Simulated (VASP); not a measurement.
Write the native input for VASP 6.6.1 that does the following.

- Task: single point
- Functional: PBE
- Potentials or basis: VASP PAW PBE potentials, release 64 (Ge_d)
- Cutoff: 500 eV
- k mesh: 10 × 10 × 10
- Occupations: gaussian, width 0.1 eV
- Spin: no spin polarisation
- Dipole correction: no
- Further INCAR settings: ALGO = Normal; EDIFF = 1e-06; NBANDS = 13

The structure of Ge lies in POSCAR:

```
Ge
1.0
    0.0000000000      2.1378550924      2.1378550924
    2.1378550924      0.0000000000      2.1378550924
    2.1378550924      2.1378550924      0.0000000000
Ge
1
Direct
    0.0000000000      0.0000000000      0.0000000000
```

The input as run:

INCAR

```
ALGO = Normal
EDIFF = 1E-6
ENCUT = 500
GGA = PE
GGA_COMPAT = F
ISIF = 2
ISMEAR = 0
LASPH = T
LCHARG = F
LREAL = F
LWAVE = F
NBANDS = 13
NELM = 120
PREC = Accurate
SIGMA = 0.1
```

KPOINTS

```
k-points
0
Gamma
  10 10 10
```

Potentials or basis: VASP PAW PBE potentials, release 64 (Ge_d).

Launch:

```bash
$ cat potpaw_PBE.64/Ge_d/POTCAR > POTCAR
$ mpirun -np 1 vasp_std > vasp.out
```

Results of the run:

```yaml
Pressure: 0.1 GPa
Band_gap_on_the_k_mesh: zero (band 7 reaches 15.08 eV, above the bottom of band 8 at 4.23 eV)
```

Wall time 3.8 s on 1 thread of Intel(R) Xeon(R) 6975P-C (Granite Rapids), with other jobs on the host, peak memory 0.14 GiB.
